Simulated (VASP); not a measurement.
# MgO (P6_3mc) in VASP: a series of runs, part 2 of 2

VASP 6.6.1. The steps go on from the part before.

### Step 3. Single point, r2SCAN

This run uses another cell than the first one, of 11.79 Å³/atom, 1.031 times its volume.

File POSCAR:

```
MgO
1.0
    3.2882172281      0.0000000000      0.0000000000
   -1.6441086140      2.8476796527      0.0000000000
    0.0000000000      0.0000000000      5.0343662748
Mg O
2 2
Direct
    0.3333333333      0.6666666667     -0.0098385227
    0.6666666667      0.3333333333      0.4901614773
    0.3333333333      0.6666666667      0.3848385227
    0.6666666667      0.3333333333      0.8848385227
```

File INCAR.step1:

```
  ALGO = Normal
  EDIFF = 1E-4
  ENCUT = 520
  GGA = PE
  ISMEAR = 0
  LASPH = T
  LCHARG = F
  LREAL = F
  LWAVE = T
  NBANDS = 16
  NELM = 60
  PREC = Accurate
  SIGMA = 0.01
```

File INCAR.step2:

```
  ALGO = Normal
  EDIFF = 1E-6
  ENCUT = 520
  ISIF = 2
  ISMEAR = 0
  ISTART = 1
  LASPH = T
  LCHARG = F
  LMIXTAU = T
  LREAL = F
  LWAVE = F
  METAGGA = R2SCAN
  NBANDS = 16
  NELM = 60
  PREC = Accurate
  SIGMA = 0.01
```

File KPOINTS:

```
k-points
0
Gamma
  12 12 6
```

Potentials or basis: VASP PAW PBE potentials, release 64 (Mg, O).

Started as:

```
$ cat potpaw_PBE.64/Mg/POTCAR potpaw_PBE.64/O/POTCAR > POTCAR
$ cp INCAR.step1 INCAR
$ mpirun -np 1 vasp_std > vasp.out
$ cp INCAR.step2 INCAR
$ mpirun -np 1 vasp_std > vasp.out
```

OUTCAR:

```text
EDIFF = 1E-6
   ENCUT = 520
   ISIF = 2
   ISMEAR = 0
   ISTART = 1
   LASPH = T
   LREAL = F
   METAGGA = R2SCAN
   NELM = 60
   PREC = Accurate

 ion  position               nearest neighbor table
   1  0.333  0.667  0.990-   4 1.97   4 1.97   4 1.97   3 1.99   2 3.15   2 3.15   2 3.15   2 3.15
                             2 3.15   2 3.15
   2  0.667  0.333  0.490-   3 1.97   3 1.97   3 1.97   4 1.99   1 3.15   1 3.15   1 3.15   1 3.15
                             1 3.15   1 3.15
   3  0.333  0.667  0.385-   2 1.97   2 1.97   2 1.97   1 1.99
   4  0.667  0.333  0.885-   1 1.97   1 1.97   1 1.97   2 1.99

  LATTYP: Found a hexagonal cell.
 ALAT       =     3.2882172281
 C/A-ratio  =     1.5310321446

  Lattice vectors:

 A1 = (   3.2882172281,   0.0000000000,   0.0000000000)
 A2 = (  -1.6441086140,   2.8476796527,   0.0000000000)
 A3 = (   0.0000000000,   0.0000000000,   5.0343662748)

Analysis of symmetry for initial positions (statically):
=====================================================================
 Subroutine PRICEL returns:
 Original cell was already a primitive cell.

 Routine SETGRP: Setting up the symmetry group for a
 hexagonal supercell.

 Subroutine GETGRP returns: Found 12 space group operations
 (whereof  6 operations were pure point group operations)
 out of a pool of 24 trial point group operations.

The static configuration has the point symmetry C_3v.
 The point group associated with its full space group is C_6v.

Analysis of symmetry for dynamics (positions and initial velocities):
=====================================================================
 Subroutine PRICEL returns:
 Original cell was already a primitive cell.

 Routine SETGRP: Setting up the symmetry group for a
 hexagonal supercell.

 Subroutine GETGRP returns: Found 12 space group operations
 (whereof  6 operations were pure point group operations)
 out of a pool of 24 trial point group operations.

The dynamic configuration has the point symmetry C_3v.
 The point group associated with its full space group is C_6v.

 Subroutine INISYM returns: Found 12 space group operations
 (whereof  6 operations are pure point group operations),
 and found     1 'primitive' translations

----------------------------------------------------------------------------------------

                                     Primitive cell

  volume of cell :      47.1407

  direct lattice vectors                    reciprocal lattice vectors
     3.288217228  0.000000000  0.000000000     0.304116161  0.175581547  0.000000000
    -1.644108614  2.847679653  0.000000000     0.000000000  0.351163095  0.000000000
     0.000000000  0.000000000  5.034366275     0.000000000  0.000000000  0.198634733

  length of vectors
     3.288217228  3.288217228  5.034366275     0.351163095  0.351163095  0.198634733

  position of ions in fractional coordinates (direct lattice)
     0.333333333  0.666666667  0.990161477
     0.666666667  0.333333333  0.490161477
     0.333333333  0.666666667  0.384838523
     0.666666667  0.333333333  0.884838523

  ion indices of the primitive-cell ions
   primitive index   ion index
                 1           1
                 2           2
                 3           3
                 4           4

----------------------------------------------------------------------------------------

 KPOINTS: k-points

Automatic generation of k-mesh.
 Grid dimensions read from file:
 generate k-points for:   12   12    6

 Generating k-lattice:

  Cartesian coordinates                     Fractional coordinates (reciprocal lattice)
     0.025343013  0.014631796  0.000000000     0.083333333 -0.000000000  0.000000000
     0.000000000  0.029263591  0.000000000     0.000000000  0.083333333  0.000000000
     0.000000000  0.000000000  0.033105789     0.000000000  0.000000000  0.166666667

  Length of vectors
     0.029263591  0.029263591  0.033105789

  Shift w.r.t. Gamma in fractional coordinates (k-lattice)
     0.000000000  0.000000000  0.000000000

 Subroutine IBZKPT returns following result:
 ===========================================

 Found     76 irreducible k-points:

 Following reciprocal coordinates:
            Coordinates               Weight
  0.000000  0.000000  0.000000      1.000000
  0.083333  0.000000  0.000000      6.000000
  0.166667  0.000000  0.000000      6.000000
  0.250000  0.000000  0.000000      6.000000
  0.333333 -0.000000  0.000000      6.000000
  0.416667  0.000000  0.000000      6.000000
[... 16 lines left out ...]
  0.250000  0.000000  0.166667     12.000000
  0.333333 -0.000000  0.166667     12.000000
 [... further k-points ...]
   k-points           NKPTS =     76   k-points in BZ     NKDIM =     76   number of bands    NBANDS=     16
   number of dos      NEDOS =    301   number of ions     NIONS =      4
   total plane-waves  NPLWV =  23040
   dimension x,y,z NGX =    24 NGY =   24 NGZ =   40
   dimension x,y,z NGXF=    48 NGYF=   48 NGZF=   80
   ions per type =               2   2
   NGX,Y,Z   is equivalent  to a cutoff of  12.13, 12.13, 13.21 a.u.
   NGXF,Y,Z  is equivalent  to a cutoff of  24.27, 24.27, 26.42 a.u.
 SYSTEM =  unknown system
   PREC   = accura    normal or accurate (medium, high low for compatibility)
   ISTART =      1    job   : 0-new  1-cont  2-samecut
   ICHARG =      0    charge: 1-file 2-atom 10-const
   ISPIN  =      1    spin polarized calculation?
   LNONCOLLINEAR =      F non collinear calculations
   LSORBIT =      F    spin-orbit coupling
   LASPH  =      T    aspherical Exc in radial PAW
   ENCUT  =  520.0 eV  38.22 Ry    6.18 a.u.   6.11  6.11  9.36*2*pi/ulx,y,z
   NELM   =     60;   NELMIN=  2; NELMDL=  0     # of ELM steps
   EDIFF  = 0.1E-05   stopping-criterion for ELM
   LREAL  =      F    real-space projection
   EDIFFG = 0.1E-04   stopping-criterion for IOM
   NSW    =      0    number of steps for IOM
   IBRION =     -1    ionic relax: 0-MD 1-quasi-New 2-CG
   NFREE  =      0    steps in history (QN), initial steepest desc. (CG)
   ISIF   =      2    stress and relaxation
   ISYM   =      2    0-nonsym 1-usesym 2-fastsym
   POTIM  = 0.5000    time-step for ionic-motion
   TEBEG  =    0.0;   TEEND  =   0.0 temperature during run
   PSTRESS=    0.0 pullay stress
   NELECT =      16.0000    total number of electrons
   NUPDOWN=      -1.0000    fix difference up-down
   EMIN   =  10.00;   EMAX   =-10.00  energy-range for DOS
   EFERMI =   0.00;   METHOD = LEGACY
   ISMEAR =     0;   SIGMA  =   0.01  broadening in eV -4-tet -1-fermi 0-gaus
   EFERMI_NEDOS =   21; number of points for ismear=-14 and -15
   IALGO  =     38    algorithm
   IMIX   =      4    mixing-type and parameters
     AMIX     =   0.40;   BMIX     =  1.00
     AMIX_MAG =   1.60;   BMIX_MAG =  1.00
  volume/ion in A,a.u.               =      11.79        79.53
  Fermi-wavevector in a.u.,A,eV,Ry     =   1.141956  2.157984 17.742859  1.304063
  Thomas-Fermi vector in A             =   2.278655
   LORBIT       =      0    0 simple, 1 ext, 2 COOP (PROOUT), +10 PAW based schemes
   METAGGA = R2SCAN    functional components
   LHFCALC =     F    Hartree Fock is set to
   AEXX    =    0.0000 exact exchange contribution
   IVDW    =     0    specifies the selected vdW correction
   LEPSILON=     F    determine dielectric tensor
   LRPA    =     F    only Hartree local field effects (RPA)
 non-spin polarized calculation
 Gauss-broadening in eV      SIGMA  =   0.01
  energy-cutoff  :      520.00
  volume of cell :       47.14
 maximum number of plane-waves:      1288
   NGX = 13   NGY = 13   NGZ = 19

 number of electron      16.0000010 magnetization

 Free energy of the ion-electron system (eV)
  ---------------------------------------------------
  ext. energy  EPLUGINS =         0.00000000
  ---------------------------------------------------
  free energy    TOTEN  =       -31.85554032 eV

  energy without entropy =      -31.85554032  energy(sigma->0) =      -31.85554032

 E-fermi :   0.8221     XC(G=0): -10.2038

 val. band max:        0.6742982334   @ k =   0.0000   0.0000   0.0000
 cond. band min:       4.8821432419   @ k =   0.0000   0.0000   0.0000
 fundamental gap:      4.2078450085
 Fermi energy:         0.8221027199

 k-point     1 :       0.0000    0.0000    0.0000
  band No.  band energies     occupation
      1     -16.4792      2.00000
      2     -15.7180      2.00000
      3      -2.5703      2.00000
      4      -0.0156      2.00000
      5      -0.0156      2.00000
      6       0.2980      2.00000
[... 433 lines left out ...]
      3      -2.0585      2.00000
      4      -1.5834      2.00000
      5      -0.9923      2.00000
      6      -0.3981      2.00000
[... 8 lines left out ...]
     15      16.2647      0.00000
     16      17.4914      0.00000

 [... further k-points ...]
[... 5 lines left out ...]
  --------------------------------------------------------------------------------------
  -------------------------------------------------------------------------------------
  Total       -0.1655744     -0.1655744     -0.1448088     -0.0000000      0.0000000      0.0000000
  in kB       -5.6273935     -5.6273935     -4.9216313     -0.0000000      0.0000000      0.0000000
  external PRESSURE =      -5.3921394 kB  Pullay stress =       0.0000000 kB

 VOLUME and BASIS-vectors are now :
 -----------------------------------------------------------------------------
  energy-cutoff  :      520.00
  volume of cell :       47.14
      direct lattice vectors                 reciprocal lattice vectors
     3.288217228  0.000000000  0.000000000     0.304116161  0.175581547  0.000000000
    -1.644108614  2.847679653  0.000000000     0.000000000  0.351163095  0.000000000
     0.000000000  0.000000000  5.034366275     0.000000000  0.000000000  0.198634733

 POSITION                                       TOTAL-FORCE (eV/Angst)
 -----------------------------------------------------------------------------------
     -0.00000      1.89845      4.98484        -0.000000     -0.000000      0.002051
      1.64411      0.94923      2.46765         0.000000      0.000000      0.002051
     -0.00000      1.89845      1.93742         0.000000      0.000000     -0.002051
      1.64411      0.94923      4.45460        -0.000000      0.000000     -0.002051
 -----------------------------------------------------------------------------------
    total drift:                                0.000000      0.000000     -0.002325

  FREE ENERGIE OF THE ION-ELECTRON SYSTEM (eV)
  ---------------------------------------------------
  free  energy   TOTEN  =       -31.8555403234 eV

  energy  without entropy=      -31.8555403234  energy(sigma->0) =      -31.85554032
```

It took 53 s on 1 thread of Intel Xeon 6975P-C (Granite Rapids), shared host; peak memory 0.19 GiB.

What came out:

```yaml
Free_energy: -31.8555 eV
Pressure: -0.5 GPa
Band_gap_on_the_k_mesh: 4.21 eV, direct
```

Forces in eV/Å, atoms in the order of the input:
```
Mg   0.000  0.000  0.002
Mg   0.000  0.000  0.002
O    0.000  0.000 -0.002
O    0.000  0.000 -0.002
```

Levels at points of the mesh, in eV from the valence-band top:
| k point | band 4 | band 5 | band 6 | band 7 | band 8 | band 9 | band 10 | band 11 | band 12 | band 13 |
| --- | --- | --- | --- | --- | --- | --- | --- | --- | --- | --- |
| (0.00, 0.00, 0.00) | -0.69 | -0.69 | -0.38 | -0.38 | 0.00 | 4.21 | 9.43 | 11.17 | 15.24 | 15.24 |
| (0.50, 0.00, 0.00) | -2.17 | -1.71 | -1.23 | -0.79 | -0.47 | 8.59 | 8.84 | 10.13 | 11.74 | 13.97 |
| (0.00, 0.00, 0.50) | -1.97 | -0.54 | -0.54 | -0.54 | -0.54 | 6.72 | 6.72 | 14.18 | 14.18 | 15.75 |
| (0.50, 0.00, 0.50) | -3.08 | -0.87 | -0.87 | -0.70 | -0.70 | 8.15 | 8.15 | 11.81 | 11.81 | 14.74 |

Caveat: the PAW data sets were made with another functional, which shifts forces and pressure a little. A k mesh can miss the band edges.
